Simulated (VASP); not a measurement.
Wanted: the native input for a VASP 6.6.1 run.

```yaml
Task: single point
Functional: LDA
Potentials_or_basis: VASP PAW LDA potentials, release 64 (Al, Cu)
Cutoff: 520 eV
k_mesh: 12 × 12 × 12
Occupations: gaussian, width 0.1 eV
Spin: no spin polarisation
Dipole_correction: no
Further_INCAR_settings: ALGO = Fast; EDIFF = 1e-06; NBANDS = 26
```

The structure of AlCu3 lies in POSCAR:

```
AlCu3
1.0
    0.0000000000      2.8493776294      2.8493776294
    2.8493776294      0.0000000000      2.8493776294
    2.8493776294      2.8493776294      0.0000000000
Al Cu
1 3
Direct
    0.0000000000      0.0000000000      0.0000000000
    0.5000000000      0.5000000000      0.5000000000
    0.2500000000      0.2500000000      0.2500000000
    0.7500000000      0.7500000000      0.7500000000
```

These files were run (other wordings do the same):

INCAR

```
SYSTEM = AlCu3
PREC = Accurate
ENCUT = 520
EDIFF = 1E-6
ISMEAR = 0
SIGMA = 0.1
LREAL = .FALSE.
LASPH = .TRUE.
NELM = 100
ALGO = Fast
ISIF = 2
LWAVE = .FALSE.
LCHARG = .FALSE.
NBANDS = 26
```

KPOINTS

```
Automatic mesh
0
G
  12 12 12
  0 0 0
```

Potentials or basis: VASP PAW LDA potentials, release 64 (Al, Cu).

The run is started by

```console
$ cat potpaw_LDA.64/Al/POTCAR potpaw_LDA.64/Cu/POTCAR > POTCAR
$ mpirun -np 1 vasp_std > vasp.out
```

Results of the run:

```yaml
Pressure: 0.7 GPa
Band_gap_on_the_k_mesh: zero (bands 18 and 19 overlap by 6.03 eV)
```

Run time: 2.1 min on 1 thread of Intel Xeon 8259CL, on a shared host, peak memory 0.2 GiB.
